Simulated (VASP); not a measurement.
# As (R-3m) in VASP: single point with r2SCAN

Aim: the single point of As with r2SCAN.

Everything below comes from runs of VASP 6.6.1. Logs are shortened: lines on timing, memory, paths and dates and some standing lists are left out, and cuts for length are marked.

## Step 1: The cell of the first run

It takes space group R-3m (No. 166, trigonal). The conventional cell has a = 3.588 Å, b = 3.588 Å, c = 15.306 Å, α = 90.00°, β = 90.00°, γ = 120.00°. Within 3.3 Å of As (site symmetry 3m) lie 3 As at 2.48 Å.

## Step 2: Single point, r2SCAN

POSCAR reads:

```
As
1.0
    1.7938705456      1.0356916448      5.1019315861
   -1.7938705456      1.0356916448      5.1019315861
    0.0000000000     -2.0713832824      5.1019315876
As
2
Direct
    0.7887235917      0.7887235917      0.7887235917
    0.2112764083      0.2112764083      0.2112764083
```

INCAR.step1 reads:

```
SYSTEM = As
PREC = Accurate
ENCUT = 520
ISMEAR = 0
SIGMA = 0.05
LREAL = .FALSE.
LASPH = .TRUE.
NELM = 100
NBANDS = 12
GGA = PE
ALGO = Normal
EDIFF = 1E-4
LWAVE = .TRUE.
LCHARG = .FALSE.
```

INCAR.step2 reads:

```
SYSTEM = As
PREC = Accurate
ENCUT = 520
EDIFF = 1E-6
ISMEAR = 0
SIGMA = 0.05
LREAL = .FALSE.
LASPH = .TRUE.
NELM = 100
ALGO = Normal
ISIF = 2
LWAVE = .FALSE.
LCHARG = .TRUE.
METAGGA = R2SCAN
LMIXTAU = .TRUE.
LELF = .TRUE.
LVHAR = .TRUE.
NBANDS = 12
ISTART = 1
```

KPOINTS reads:

```
regular mesh
0
G
  15 15 15
  0 0 0
```

Potentials or basis: VASP PAW PBE potentials, release 64 (As).

On the command line:

```
$ cat potpaw_PBE.64/As/POTCAR > POTCAR
$ cp INCAR.step1 INCAR
$ mpirun -np 1 vasp_std > vasp.out
$ cp INCAR.step2 INCAR
$ mpirun -np 1 vasp_std > vasp.out
```

OUTCAR:

```text
SYSTEM = As
   PREC = Accurate
   ENCUT = 520
   EDIFF = 1E-6
   ISMEAR = 0
   LREAL = .FALSE.
   LASPH = .TRUE.
   NELM = 100
   ISIF = 2
   METAGGA = R2SCAN
   ISTART = 1

 ion  position               nearest neighbor table
   1  0.789  0.789  0.789-   2 2.48   2 2.48   2 2.48
   2  0.211  0.211  0.211-   1 2.48   1 2.48   1 2.48

  LATTYP: Found a trigonal (rhomboedric) cell.
 ALAT       =     5.5063903446
 COS(alpha) =     0.7877350911

  Lattice vectors:

 A1 = (   1.7938705456,   1.0356916448,   5.1019315861)
 A2 = (  -1.7938705456,   1.0356916448,   5.1019315861)
 A3 = (   0.0000000000,  -2.0713832824,   5.1019315876)

Analysis of symmetry for initial positions (statically):
=====================================================================
 Subroutine PRICEL returns:
 Original cell was already a primitive cell.

 Routine SETGRP: Setting up the symmetry group for a
 trigonal (rhombohedral) supercell.

 Subroutine GETGRP returns: Found 12 space group operations
 (whereof 12 operations were pure point group operations)
 out of a pool of 12 trial point group operations.

The static configuration has the point symmetry D_3d.

Analysis of symmetry for dynamics (positions and initial velocities):
=====================================================================
 Subroutine PRICEL returns:
 Original cell was already a primitive cell.

 Routine SETGRP: Setting up the symmetry group for a
 trigonal (rhombohedral) supercell.

 Subroutine GETGRP returns: Found 12 space group operations
 (whereof 12 operations were pure point group operations)
 out of a pool of 12 trial point group operations.

The dynamic configuration has the point symmetry D_3d.

 Subroutine INISYM returns: Found 12 space group operations
 (whereof 12 operations are pure point group operations),
 and found     1 'primitive' translations

----------------------------------------------------------------------------------------

                                     Primitive cell

  volume of cell :      56.8732

  direct lattice vectors                    reciprocal lattice vectors
     1.793870546  1.035691645  5.101931586     0.278726913  0.160923058  0.065334732
    -1.793870546  1.035691645  5.101931586    -0.278726913  0.160923058  0.065334732
     0.000000000 -2.071383282  5.101931588     0.000000000 -0.321846117  0.065334732

  length of vectors
     5.506390345  5.506390345  5.506390345     0.328410643  0.328410643  0.328410643

  position of ions in fractional coordinates (direct lattice)
     0.788723592  0.788723592  0.788723592
     0.211276408  0.211276408  0.211276408

  ion indices of the primitive-cell ions
   primitive index   ion index
                 1           1
                 2           2

----------------------------------------------------------------------------------------

 KPOINTS: regular mesh

Automatic generation of k-mesh.
 Grid dimensions read from file:
 generate k-points for:   15   15   15

 Generating k-lattice:

  Cartesian coordinates                     Fractional coordinates (reciprocal lattice)
     0.018581794  0.010728204  0.004355649     0.066666667  0.000000000  0.000000000
    -0.018581794  0.010728204  0.004355649     0.000000000  0.066666667  0.000000000
     0.000000000 -0.021456408  0.004355649    -0.000000000 -0.000000000  0.066666667

  Length of vectors
     0.021894043  0.021894043  0.021894043

  Shift w.r.t. Gamma in fractional coordinates (k-lattice)
     0.000000000  0.000000000  0.000000000

 Subroutine IBZKPT returns following result:
 ===========================================

 Found    344 irreducible k-points:

 Following reciprocal coordinates:
            Coordinates               Weight
  0.000000  0.000000  0.000000      1.000000
  0.066667 -0.000000  0.000000      6.000000
  0.133333 -0.000000  0.000000      6.000000
  0.200000  0.000000  0.000000      6.000000
  0.266667 -0.000000  0.000000      6.000000
  0.333333  0.000000  0.000000      6.000000
[... 16 lines left out ...]
  0.133333  0.133333  0.000000      6.000000
  0.200000  0.133333  0.000000     12.000000
 [... further k-points ...]
   k-points           NKPTS =    344   k-points in BZ     NKDIM =    344   number of bands    NBANDS=     12
   number of dos      NEDOS =    301   number of ions     NIONS =      2
   total plane-waves  NPLWV =  74088
   dimension x,y,z NGX =    42 NGY =   42 NGZ =   42
   dimension x,y,z NGXF=    84 NGYF=   84 NGZF=   84
   ions per type =               2
   NGX,Y,Z   is equivalent  to a cutoff of  12.68, 12.68, 12.68 a.u.
   NGXF,Y,Z  is equivalent  to a cutoff of  25.36, 25.36, 25.36 a.u.
 SYSTEM =  As
   PREC   = accura    normal or accurate (medium, high low for compatibility)
   ISTART =      1    job   : 0-new  1-cont  2-samecut
   ICHARG =      0    charge: 1-file 2-atom 10-const
   ISPIN  =      1    spin polarized calculation?
   LNONCOLLINEAR =      F non collinear calculations
   LSORBIT =      F    spin-orbit coupling
   LASPH  =      T    aspherical Exc in radial PAW
   ENCUT  =  520.0 eV  38.22 Ry    6.18 a.u.  10.24 10.24 10.24*2*pi/ulx,y,z
   NELM   =    100;   NELMIN=  2; NELMDL=  0     # of ELM steps
   EDIFF  = 0.1E-05   stopping-criterion for ELM
   LREAL  =      F    real-space projection
   EDIFFG = 0.1E-04   stopping-criterion for IOM
   NSW    =      0    number of steps for IOM
   IBRION =     -1    ionic relax: 0-MD 1-quasi-New 2-CG
   NFREE  =      0    steps in history (QN), initial steepest desc. (CG)
   ISIF   =      2    stress and relaxation
   ISYM   =      2    0-nonsym 1-usesym 2-fastsym
   POTIM  = 0.5000    time-step for ionic-motion
   TEBEG  =    0.0;   TEEND  =   0.0 temperature during run
   PSTRESS=    0.0 pullay stress
   NELECT =      10.0000    total number of electrons
   NUPDOWN=      -1.0000    fix difference up-down
   EMIN   =  10.00;   EMAX   =-10.00  energy-range for DOS
   EFERMI =   0.00;   METHOD = LEGACY
   ISMEAR =     0;   SIGMA  =   0.05  broadening in eV -4-tet -1-fermi 0-gaus
   EFERMI_NEDOS =   21; number of points for ismear=-14 and -15
   IALGO  =     38    algorithm
   IMIX   =      4    mixing-type and parameters
     AMIX     =   0.40;   BMIX     =  1.00
     AMIX_MAG =   1.60;   BMIX_MAG =  1.00
  volume/ion in A,a.u.               =      28.44       191.90
  Fermi-wavevector in a.u.,A,eV,Ry     =   0.917147  1.733157 11.444661  0.841159
  Thomas-Fermi vector in A             =   2.042083
   LORBIT       =      0    0 simple, 1 ext, 2 COOP (PROOUT), +10 PAW based schemes
   METAGGA = R2SCAN    functional components
   LHFCALC =     F    Hartree Fock is set to
   AEXX    =    0.0000 exact exchange contribution
   IVDW    =     0    specifies the selected vdW correction
   LEPSILON=     F    determine dielectric tensor
   LRPA    =     F    only Hartree local field effects (RPA)
 non-spin polarized calculation
 Gauss-broadening in eV      SIGMA  =   0.05
  energy-cutoff  :      520.00
  volume of cell :       56.87
 maximum number of plane-waves:      1561
 NGX is ok and might be reduce to    42
   NGX = 21   NGY = 21   NGZ = 21

 number of electron      10.0000000 magnetization

 Free energy of the ion-electron system (eV)
  ---------------------------------------------------
  ext. energy  EPLUGINS =         0.00000000
  ---------------------------------------------------
  free energy    TOTEN  =       -29.41932237 eV

  energy without entropy =      -29.41932237  energy(sigma->0) =      -29.41932237

 E-fermi :   2.8464     XC(G=0):  -8.8062

 val. band max:        2.5830656825   @ k =  -0.4667   0.4667   0.4667
 cond. band min:       3.2155776007   @ k =   0.3333   0.0000   0.0000
 fundamental gap:      0.6325119182
 Fermi energy:         2.8463965890

 k-point     1 :       0.0000    0.0000    0.0000
  band No.  band energies     occupation
      1     -12.4853      2.00000
      2      -5.2014      2.00000
      3       0.3163      2.00000
      4       1.6510      2.00000
      5       1.6510      2.00000
      6       4.5368      0.00000
      7       5.5776      0.00000
      8       5.5776      0.00000
      9      11.1055      0.00000
     10      12.2472      0.00000
     11      12.2472      0.00000
     12      12.6933      0.00000

 k-point     2 :       0.0667   -0.0000    0.0000
  band No.  band energies     occupation
      1     -12.4217      2.00000
      2      -5.2050      2.00000
      3       0.3687      2.00000
      4       1.0833      2.00000
      5       1.5129      2.00000
      6       4.9371      0.00000
      7       5.5263      0.00000
      8       5.7163      0.00000
      9      10.8399      0.00000
     10      11.8300      0.00000
     11      12.1392      0.00000
     12      12.7315      0.00000

 k-point     3 :       0.1333   -0.0000    0.0000
  band No.  band energies     occupation
      1     -12.2321      2.00000
      2      -5.2391      2.00000
      3       0.0252      2.00000
      4       0.5322      2.00000
      5       1.1740      2.00000
      6       4.6688      0.00000
      7       6.0267      0.00000
      8       6.2312      0.00000
      9      10.0455      0.00000
     10      11.4780      0.00000
     11      12.0581      0.00000
     12      12.8903      0.00000
[... 286 lines left out ...]
 k-point    23 :       0.1333    0.1333    0.0000
  band No.  band energies     occupation
      1     -12.2279      2.00000
      2      -5.2740      2.00000
      3      -0.0266      2.00000
      4       0.6698      2.00000
      5       1.1531      2.00000
      6       4.7140      0.00000
      7       6.0903      0.00000
      8       6.0962      0.00000
      9      10.0719      0.00000
     10      11.8344      0.00000
     11      12.2263      0.00000
     12      12.4113      0.00000

 k-point    24 :       0.2000    0.1333    0.0000
  band No.  band energies     occupation
      1     -12.0379      2.00000
      2      -5.3499      2.00000
      3      -0.6176      2.00000
      4       0.7162      2.00000
      5       0.8274      2.00000
      6       4.7067      0.00000
      7       5.7896      0.00000
      8       6.7362      0.00000
      9       9.6725      0.00000
     10      11.6011      0.00000
     11      12.3405      0.00000
     12      12.7951      0.00000

 [... further k-points ...]
[... 5 lines left out ...]
  --------------------------------------------------------------------------------------
  -------------------------------------------------------------------------------------
  Total        0.0264850      0.0264850      0.0782600      0.0000000      0.0000000      0.0000000
  in kB        0.7461102      0.7461102      2.2046675      0.0000000      0.0000000      0.0000000
  external PRESSURE =       1.2322959 kB  Pullay stress =       0.0000000 kB

 VOLUME and BASIS-vectors are now :
 -----------------------------------------------------------------------------
  energy-cutoff  :      520.00
  volume of cell :       56.87
      direct lattice vectors                 reciprocal lattice vectors
     1.793870546  1.035691645  5.101931586     0.278726913  0.160923058  0.065334732
    -1.793870546  1.035691645  5.101931586    -0.278726913  0.160923058  0.065334732
     0.000000000 -2.071383282  5.101931588     0.000000000 -0.321846117  0.065334732

 POSITION                                       TOTAL-FORCE (eV/Angst)
 -----------------------------------------------------------------------------------
      0.00000      0.00000     12.07204         0.000000     -0.000000     -0.061873
      0.00000      0.00000      3.23375         0.000000      0.000000      0.061873
 -----------------------------------------------------------------------------------
    total drift:                               -0.000000      0.000000     -0.000000

  FREE ENERGIE OF THE ION-ELECTRON SYSTEM (eV)
  ---------------------------------------------------
  free  energy   TOTEN  =       -29.4193223662 eV

  energy  without entropy=      -29.4193223662  energy(sigma->0) =      -29.41932237
```

It took 11 min on 1 thread of Intel Xeon 6975P-C (Granite Rapids), shared host; peak memory 0.41 GiB.

What came out:

```yaml
Free_energy: -29.4193 eV
Pressure: 0.1 GPa
Largest_force: 0.062 eV/Å
Band_gap_on_the_k_mesh: 0.63 eV (least direct gap 1.31 eV)
```

Forces on the atoms (eV/Å):
```
As   0.000  0.000 -0.062
As   0.000  0.000  0.062
```

Caveat: semilocal functionals underestimate gaps, and a narrow one can read as zero; the PAW data sets were made with another functional, which shifts forces and pressure a little. r2SCAN opens gaps a little over a GGA but as a rule still falls short of measured ones.
